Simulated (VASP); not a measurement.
# Sr in VASP: single point with r2SCAN

Aim: the single point of Sr with r2SCAN.

Program: VASP 6.6.1. These are calculated values, not measurements. Logs are shortened: lines on timing, memory, paths and dates and some standing lists are left out, and cuts for length are marked.

### Step 1. The cell of the first run

The typed cell holds 2 atoms: a = 4.293 Å, b = 4.293 Å, c = 7.022 Å, α = 90.00°, β = 90.00°, γ = 120.00°.

This isn't the form of Sr at room conditions, which is fcc.

### Step 2. Single point, r2SCAN

POSCAR reads:

```
Sr
1.0
    4.2926760000      0.0000000000      0.0000000000
   -2.1463380000      3.7175670000      0.0000000000
    0.0000000000      0.0000000000      7.0216620000
Sr
2
Direct
    0.3333000000      0.6667000000      0.2500000000
    0.6666000000      0.3333000000      0.7500000000
```

INCAR.step1 reads:

```
SYSTEM = Sr
PREC     = Accurate       ! precision mode
ENCUT    = 520            ! plane-wave cutoff, eV
ISMEAR   = -1             ! smearing method
SIGMA    = 0.1            ! smearing width, eV
LREAL    = .FALSE.        ! projectors in reciprocal space
LASPH    = .TRUE.         ! aspherical terms in the spheres
NELM     = 60             ! most SCF steps
NBANDS   = 17             ! bands
GGA      = PE             ! functional
ALGO     = Normal         ! electronic algorithm
EDIFF    = 1E-4           ! SCF threshold, eV
LWAVE    = .TRUE.         ! write WAVECAR
LCHARG   = .FALSE.        ! write CHGCAR
```

INCAR.step2 reads:

```
SYSTEM = Sr
PREC     = Accurate       ! precision mode
ENCUT    = 520            ! plane-wave cutoff, eV
EDIFF    = 1E-6           ! SCF threshold, eV
ISMEAR   = -1             ! smearing method
SIGMA    = 0.1            ! smearing width, eV
LREAL    = .FALSE.        ! projectors in reciprocal space
LASPH    = .TRUE.         ! aspherical terms in the spheres
NELM     = 60             ! most SCF steps
ALGO     = Normal         ! electronic algorithm
ISIF     = 2              ! what is computed and relaxed
LWAVE    = .FALSE.        ! write WAVECAR
LCHARG   = .FALSE.        ! write CHGCAR
METAGGA  = R2SCAN         ! meta-GGA
LMIXTAU  = .TRUE.       
NBANDS   = 17             ! bands
ISTART   = 1
```

KPOINTS reads:

```
Automatic mesh
0
G
  9 9 5
  0 0 0
```

Potentials or basis: VASP PAW PBE potentials, release 64 (Sr_sv).

Run with:

```
cat potpaw_PBE.64/Sr_sv/POTCAR > POTCAR
cp INCAR.step1 INCAR
mpirun -np 1 vasp_std > vasp.out
cp INCAR.step2 INCAR
mpirun -np 1 vasp_std > vasp.out
```

OUTCAR:

```text
SYSTEM = Sr
   PREC = Accurate
   ENCUT = 520
   EDIFF = 1E-6
   ISMEAR = -1
   LREAL = .FALSE.
   LASPH = .TRUE.
   NELM = 60
   ISIF = 2
   METAGGA = R2SCAN
   ISTART = 1

 ion  position               nearest neighbor table
   1  0.333  0.667  0.250-   2 4.30   2 4.30   2 4.30   2 4.30   2 4.30   2 4.30
   2  0.667  0.333  0.750-   1 4.30   1 4.30   1 4.30   1 4.30   1 4.30   1 4.30

  LATTYP: Found a hexagonal cell.
 ALAT       =     4.2926760000
 C/A-ratio  =     1.6357307190

  Lattice vectors:

 A1 = (   4.2926760000,   0.0000000000,   0.0000000000)
 A2 = (  -2.1463380000,   3.7175670000,   0.0000000000)
 A3 = (   0.0000000000,   0.0000000000,   7.0216620000)

Analysis of symmetry for initial positions (statically):
=====================================================================
 Subroutine PRICEL returns:
 Original cell was already a primitive cell.

 Routine SETGRP: Setting up the symmetry group for a
 hexagonal supercell.

 Subroutine GETGRP returns: Found  8 space group operations
 (whereof  2 operations were pure point group operations)
 out of a pool of 24 trial point group operations.

The static configuration has the point symmetry C_2 .
 The point group associated with its full space group is D_2h.

Analysis of symmetry for dynamics (positions and initial velocities):
=====================================================================
 Subroutine PRICEL returns:
 Original cell was already a primitive cell.

 Routine SETGRP: Setting up the symmetry group for a
 hexagonal supercell.

 Subroutine GETGRP returns: Found  8 space group operations
 (whereof  2 operations were pure point group operations)
 out of a pool of 24 trial point group operations.

The dynamic configuration has the point symmetry C_2 .
 The point group associated with its full space group is D_2h.

 Subroutine INISYM returns: Found  8 space group operations
 (whereof  2 operations are pure point group operations),
 and found     1 'primitive' translations

----------------------------------------------------------------------------------------

                                     Primitive cell

  volume of cell :     112.0539

  direct lattice vectors                    reciprocal lattice vectors
     4.292676000  0.000000000  0.000000000     0.232954921  0.134496567  0.000000000
    -2.146338000  3.717567000  0.000000000     0.000000000  0.268993134  0.000000000
     0.000000000  0.000000000  7.021662000     0.000000000  0.000000000  0.142416425

  length of vectors
     4.292676000  4.292676462  7.021662000     0.268993163  0.268993134  0.142416425

  position of ions in fractional coordinates (direct lattice)
     0.333300000  0.666700000  0.250000000
     0.666600000  0.333300000  0.750000000

  ion indices of the primitive-cell ions
   primitive index   ion index
                 1           1
                 2           2

----------------------------------------------------------------------------------------

 KPOINTS: Automatic mesh

Automatic generation of k-mesh.
 Grid dimensions read from file:
 generate k-points for:    9    9    5

 Generating k-lattice:

  Cartesian coordinates                     Fractional coordinates (reciprocal lattice)
     0.025883880  0.014944063  0.000000000     0.111111111  0.000000000  0.000000000
     0.000000000  0.029888126  0.000000000     0.000000000  0.111111111  0.000000000
     0.000000000  0.000000000  0.028483285     0.000000000  0.000000000  0.200000000

  Length of vectors
     0.029888129  0.029888126  0.028483285

  Shift w.r.t. Gamma in fractional coordinates (k-lattice)
     0.000000000  0.000000000  0.000000000

 Subroutine IBZKPT returns following result:
 ===========================================

 Found     75 irreducible k-points:

 Following reciprocal coordinates:
            Coordinates               Weight
  0.000000  0.000000  0.000000      1.000000
  0.111111  0.000000  0.000000      4.000000
  0.000000  0.111111  0.000000      2.000000
  0.222222  0.000000  0.000000      4.000000
  0.000000  0.222222  0.000000      2.000000
  0.333333  0.000000  0.000000      4.000000
[... 16 lines left out ...]
 -0.222222 -0.444444  0.000000      4.000000
  0.444444  0.333333  0.000000      4.000000
 [... further k-points ...]
   k-points           NKPTS =     75   k-points in BZ     NKDIM =     75   number of bands    NBANDS=     17
   number of dos      NEDOS =    301   number of ions     NIONS =      2
   total plane-waves  NPLWV =  55296
   dimension x,y,z NGX =    32 NGY =   32 NGZ =   54
   dimension x,y,z NGXF=    64 NGYF=   64 NGZF=  108
   ions per type =               2
   NGX,Y,Z   is equivalent  to a cutoff of  12.39, 12.39, 12.79 a.u.
   NGXF,Y,Z  is equivalent  to a cutoff of  24.79, 24.79, 25.57 a.u.
 SYSTEM =  Sr
   PREC   = accura    normal or accurate (medium, high low for compatibility)
   ISTART =      1    job   : 0-new  1-cont  2-samecut
   ICHARG =      0    charge: 1-file 2-atom 10-const
   ISPIN  =      1    spin polarized calculation?
   LNONCOLLINEAR =      F non collinear calculations
   LSORBIT =      F    spin-orbit coupling
   LASPH  =      T    aspherical Exc in radial PAW
   ENCUT  =  520.0 eV  38.22 Ry    6.18 a.u.   7.98  7.98 13.06*2*pi/ulx,y,z
   NELM   =     60;   NELMIN=  2; NELMDL=  0     # of ELM steps
   EDIFF  = 0.1E-05   stopping-criterion for ELM
   LREAL  =      F    real-space projection
   EDIFFG = 0.1E-04   stopping-criterion for IOM
   NSW    =      0    number of steps for IOM
   IBRION =     -1    ionic relax: 0-MD 1-quasi-New 2-CG
   NFREE  =      0    steps in history (QN), initial steepest desc. (CG)
   ISIF   =      2    stress and relaxation
   ISYM   =      2    0-nonsym 1-usesym 2-fastsym
   POTIM  = 0.5000    time-step for ionic-motion
   TEBEG  =    0.0;   TEEND  =   0.0 temperature during run
   PSTRESS=    0.0 pullay stress
   NELECT =      20.0000    total number of electrons
   NUPDOWN=      -1.0000    fix difference up-down
   EMIN   =  10.00;   EMAX   =-10.00  energy-range for DOS
   EFERMI =   0.00;   METHOD = LEGACY
   ISMEAR =    -1;   SIGMA  =   0.10  broadening in eV -4-tet -1-fermi 0-gaus
   EFERMI_NEDOS =   21; number of points for ismear=-14 and -15
   IALGO  =     38    algorithm
   IMIX   =      4    mixing-type and parameters
     AMIX     =   0.40;   BMIX     =  1.00
     AMIX_MAG =   1.60;   BMIX_MAG =  1.00
  volume/ion in A,a.u.               =      56.03       378.09
  Fermi-wavevector in a.u.,A,eV,Ry     =   0.921742  1.741839 11.559614  0.849608
  Thomas-Fermi vector in A             =   2.047192
   LORBIT       =      0    0 simple, 1 ext, 2 COOP (PROOUT), +10 PAW based schemes
   METAGGA = R2SCAN    functional components
   LHFCALC =     F    Hartree Fock is set to
   AEXX    =    0.0000 exact exchange contribution
   IVDW    =     0    specifies the selected vdW correction
   LEPSILON=     F    determine dielectric tensor
   LRPA    =     F    only Hartree local field effects (RPA)
 non-spin polarized calculation
  energy-cutoff  :      520.00
  volume of cell :      112.05
 maximum number of plane-waves:      3033
   NGX = 15   NGY = 15   NGZ = 27

 number of electron      20.0000000 magnetization

 Free energy of the ion-electron system (eV)
  ---------------------------------------------------
  ext. energy  EPLUGINS =         0.00000000
  ---------------------------------------------------
  free energy    TOTEN  =       -30.22871324 eV

  energy without entropy =      -30.13978610  energy(sigma->0) =      -30.18424967

 E-fermi :   1.5464     XC(G=0):  -7.7354

 val. band max:        1.5446777443   @ k =  -0.1111   0.3333   0.0000
 cond. band min:       1.5507551651   @ k =  -0.3333   0.2222   0.0000
 fundamental gap:      0.0060774208
 Fermi energy:         1.5463710291

 k-point     1 :       0.0000    0.0000    0.0000
  band No.  band energies     occupation
      1     -36.5023      2.00000
      2     -36.4884      2.00000
      3     -17.9503      2.00000
      4     -17.7929      2.00000
      5     -17.7929      2.00000
      6     -17.7671      2.00000
[... 9 lines left out ...]
     16       4.6036      0.00000
     17       5.1487      0.00000

 k-point     2 :       0.1111    0.0000    0.0000
  band No.  band energies     occupation
      1     -36.5008      2.00000
      2     -36.4877      2.00000
      3     -17.9427      2.00000
      4     -17.8101      2.00000
      5     -17.7983      2.00000
      6     -17.7849      2.00000
[... 9 lines left out ...]
     16       4.7764      0.00000
     17       4.7970      0.00000

 k-point     3 :       0.0000    0.1111    0.0000
  band No.  band energies     occupation
      1     -36.5008      2.00000
      2     -36.4877      2.00000
      3     -17.9427      2.00000
      4     -17.8101      2.00000
      5     -17.7983      2.00000
      6     -17.7849      2.00000
[... 9 lines left out ...]
     16       4.7762      0.00000
     17       4.7968      0.00000

 k-point     4 :       0.2222    0.0000    0.0000
  band No.  band energies     occupation
      1     -36.4970      2.00000
      2     -36.4860      2.00000
      3     -17.9220      2.00000
      4     -17.8540      2.00000
      5     -17.8289      2.00000
      6     -17.8115      2.00000
[... 9 lines left out ...]
     16       4.8052      0.00000
     17       4.8891      0.00000
[... 343 lines left out ...]
      1     -36.4869      2.00000
      2     -36.4838      2.00000
      3     -17.9193      2.00000
      4     -17.8949      2.00000
      5     -17.8638      2.00000
      6     -17.8540      2.00000
[... 9 lines left out ...]
     16       5.5434      0.00000
     17       5.9108      0.00000

 k-point    23 :      -0.2222   -0.4444    0.0000
  band No.  band energies     occupation
      1     -36.4869      2.00000
      2     -36.4838      2.00000
      3     -17.9193      2.00000
      4     -17.8949      2.00000
      5     -17.8638      2.00000
      6     -17.8540      2.00000
[... 9 lines left out ...]
     16       5.5436      0.00000
     17       5.9108      0.00000

 k-point    24 :       0.4444    0.3333    0.0000
  band No.  band energies     occupation
      1     -36.4869      2.00000
      2     -36.4838      2.00000
      3     -17.9193      2.00000
      4     -17.8949      2.00000
      5     -17.8638      2.00000
      6     -17.8540      2.00000
[... 9 lines left out ...]
     16       5.5439      0.00000
     17       5.9106      0.00000

 [... further k-points ...]

------------------------ aborting loop because EDIFF is reached ----------------------------------------

  FORCE on cell =-STRESS in cart. coord.  units (eV):
  Direction    XX          YY          ZZ          XY          YZ          ZX
  --------------------------------------------------------------------------------------
  -------------------------------------------------------------------------------------
  Total        0.1547135      0.1551853      0.2790048      0.0000000      0.0000000      0.0000000
  in kB        2.2121372      2.2188830      3.9892886      0.0000000      0.0000000      0.0000000
  external PRESSURE =       2.8067696 kB  Pullay stress =       0.0000000 kB

 VOLUME and BASIS-vectors are now :
 -----------------------------------------------------------------------------
  energy-cutoff  :      520.00
  volume of cell :      112.05
      direct lattice vectors                 reciprocal lattice vectors
     4.292676000  0.000000000  0.000000000     0.232954921  0.134496567  0.000000000
    -2.146338000  3.717567000  0.000000000     0.000000000  0.268993134  0.000000000
     0.000000000  0.000000000  7.021662000     0.000000000  0.000000000  0.142416425

 POSITION                                       TOTAL-FORCE (eV/Angst)
 -----------------------------------------------------------------------------------
     -0.00021      2.47850      1.75542        -0.000000     -0.000072     -0.000000
      2.14612      1.23907      5.26625         0.000000      0.000072      0.000000
 -----------------------------------------------------------------------------------
    total drift:                               -0.000000     -0.000000     -0.000000

  FREE ENERGIE OF THE ION-ELECTRON SYSTEM (eV)
  ---------------------------------------------------
  free  energy   TOTEN  =       -30.2287132356 eV

  energy  without entropy=      -30.1397860969  energy(sigma->0) =      -30.18424967
```

It took 19 min on 1 thread of AMD EPYC 7R43 (Zen 3), shared host; peak memory 0.26 GiB.

Results:

| Quantity | Value |
| --- | --- |
| Free energy | -30.2287 eV |
| Pressure | 0.3 GPa |
| Band gap on the k mesh | zero (bands 10 and 11 overlap by 0.37 eV) |

Stress tensor (GPa, compression positive):
```
0.22 0.00 0.00
0.00 0.22 0.00
0.00 0.00 0.40
```

Levels at points of the mesh, in eV from the Fermi level:
```tsv
k point	band 6	band 7	band 8	band 9	band 10	band 11	band 12	band 13	band 14	band 15
(0.00, 0.00, 0.00)	-19.31	-19.31	-19.30	-3.82	-1.07	-0.07	2.62	2.62	2.63	3.06
```

Caveat: the PAW data sets were made with another functional, which shifts forces and pressure a little.
